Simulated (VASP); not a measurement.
Mg3Cd2S5:

```
Mg Cd S
1.0
    -0.00899   -3.80043   -0.03421
     3.80771    0.00899    0.01244
    -1.85534    2.01673   13.20586
Mg Cd S
3 2 5
Direct
  0.51576 0.49888 0.00520
  0.69555 0.70080 0.40374
  0.29276 0.28698 0.59812
  0.90830 0.91369 0.79517
  0.09311 0.09413 0.20229
  0.98981 0.00268 0.00090
  0.60312 0.59268 0.20353
  0.20895 0.21307 0.40130
  0.80156 0.80161 0.59409
  0.39109 0.39549 0.79565
```

```yaml
Program: VASP 6.6.1
Task: relaxation of cell and atoms
Functional: PBE
Potentials_or_basis: VASP PAW PBE potentials, release 64 (Mg, Cd, S)
Cutoff: 600 eV
k_mesh: 4 × 4 × 4
Occupations: gaussian, width 0.1 eV
Spin: no spin polarisation
```

At the start: pressure 0.9 GPa; volume 19.09 Å³/atom.

Task: Where does the relaxation end?

Result: Over 10 steps the energy falls by 8.1 meV/atom and the volume is 19.24 Å³/atom (+0.7 %); space group P1 (No. 1, to 0.1 Å) before, I4/mmm (No. 139, to 0.1 Å).

Step by step:
```csv
step,energy change (eV),largest force (eV/Å),pressure (GPa),volume (Å³)
1,0.0000,0.4561,0.86,190.93
2,-0.0438,0.2281,-0.39,193.76
3,-0.0486,0.1682,-0.94,195.12
4,-0.0671,0.1658,-0.16,192.83
5,-0.0685,0.1635,0.14,192.00
6,-0.0736,0.1234,0.09,192.06
7,-0.0785,0.0962,0.01,192.21
8,-0.0800,0.0578,-0.02,192.28
9,-0.0806,0.0250,-0.06,192.36
10,-0.0806,0.0234,-0.06,192.36
```

Final structure:
```
Mg Cd S
1.0
    -0.00033   -3.79822   -0.00233
     3.79886    0.00029    0.00119
    -1.89521    1.90772   13.33189
Mg Cd S
3 2 5
Direct
  0.50104 0.49937 0.00011
  0.69999 0.70261 0.40040
  0.29887 0.29752 0.59910
  0.90065 0.90381 0.79734
  0.09883 0.09664 0.20287
  0.00189 0.99934 0.00011
  0.59867 0.59714 0.20148
  0.20186 0.20360 0.40516
  0.79701 0.79664 0.59475
  0.40119 0.40333 0.79869
```
